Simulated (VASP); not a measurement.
# C: single point with PBEsol+D3(BJ)

Crystal: C.

```
C
1.0
    -1.22895   -2.12860    0.00000
     1.22895   -2.12860    0.00000
     0.00000    0.00000   20.41937
C
12
Direct
  0.00000 0.00000 0.08073
  0.33333 0.33333 0.41407
  0.66667 0.66667 0.74740
  0.00000 0.00000 0.91927
  0.33333 0.33333 0.25260
  0.66667 0.66667 0.58593
  0.00000 0.00000 0.25257
  0.33333 0.33333 0.58591
  0.66667 0.66667 0.91924
  0.00000 0.00000 0.74743
  0.33333 0.33333 0.08076
  0.66667 0.66667 0.41409
```

| Item | Value |
| --- | --- |
| Program | VASP 6.6.1 |
| Task | single point |
| Functional | PBEsol |
| Dispersion | D3(BJ) |
| Potentials or basis | VASP PAW PBE potentials, release 64 (C) |
| Cutoff | 520 eV |
| k mesh | 15 × 15 × 2 |
| Occupations | gaussian, width 0.03 eV |
| Spin | no spin polarisation |

| Quantity | Value |
| --- | --- |
| Pressure | 0.7 GPa |
| Band gap on the k mesh | 0.26 eV |
| Dispersion energy per atom | -0.109 eV |

Forces on the atoms (eV/Å):
```
C    0.000  0.000  0.002
C    0.000  0.000  0.002
C    0.000  0.000  0.002
C    0.000  0.000 -0.002
C    0.000  0.000 -0.002
C    0.000  0.000 -0.002
C    0.000  0.000 -0.003
C    0.000  0.000 -0.003
C    0.000  0.000 -0.003
C    0.000  0.000  0.003
C    0.000  0.000  0.003
C    0.000  0.000  0.003
```

Stress tensor (GPa, compression positive):
```
 1.15  0.00  0.00
 0.00  1.15  0.00
 0.00  0.00 -0.17
```

Levels at points of the mesh, in eV from the valence-band top:
```
           k point  band 20  band 21  band 22  band 23  band 24  band 25  band 26  band 27  band 28  band 29
(0.00, 0.00, 0.00)    -2.83    -2.82    -2.82    -2.82    -2.82     4.05     5.27     5.27     8.17     8.17
(0.00, 0.00, 0.50)    -2.83    -2.83    -2.83    -2.82    -2.82     4.37     4.37     6.32     6.92     8.49
```

Wall time 2.7 min on 1 thread of AMD EPYC 7R13 Processor (Zen 3) (shared host), peak memory 0.26 GiB.

Caveat: the PAW data sets were made with another functional, which shifts forces and pressure a little. A k mesh can miss the band edges.
